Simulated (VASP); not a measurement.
Here is a VASP 6.6.1 calculation.

File INCAR:

```
PREC = Accurate ; ENCUT = 520
EDIFF = 1E-6 ; ISMEAR = 0
SIGMA = 0.15 ; LREAL = False
LASPH = True ; NELM = 60
ALGO = Fast ; ISIF = 2
LWAVE = False ; LCHARG = False
GGA = PE ; NBANDS = 18
```

Contents of KPOINTS:

```
Automatic mesh
0
Gamma
  22 22 14
```

The input POSCAR:

```
Ta
1.0
   -1.6593948201      1.6593948201      1.6593948201
    1.6593948201     -1.6593948201      1.6593948201
    3.3187896402      3.3187896402      0.0000000000
Ta
2
Direct
    0.0361577602      0.0361577602      0.0000000000
    0.4638422398      0.4638422398      0.5000000000
```

Potentials or basis: VASP PAW PBE potentials, release 64 (Ta_pv).

Launch:

```sh
$ cat potpaw_PBE.64/Ta_pv/POTCAR > POTCAR
$ mpirun -np 1 vasp_std > vasp.out
```

Problem. Estimate the pressure.

Solution. 1.3 GPa.

Problem. Predict the band gap on the k mesh.

Solution. Zero (bands 11 and 12 overlap by 2.63 eV).

Forces in eV/Å, atoms in the order of the input:
```
Ta   0.000  0.000 -1.411
Ta   0.000  0.000  1.411
```

Caveat: the cell differs from its parent crystal (atoms displaced along a vibrational mode); spin-orbit coupling is left out, which moves the levels of the heavy elements; forces of over 1 eV/Å act on the atoms, so gaps and moduli don't describe the material at rest.
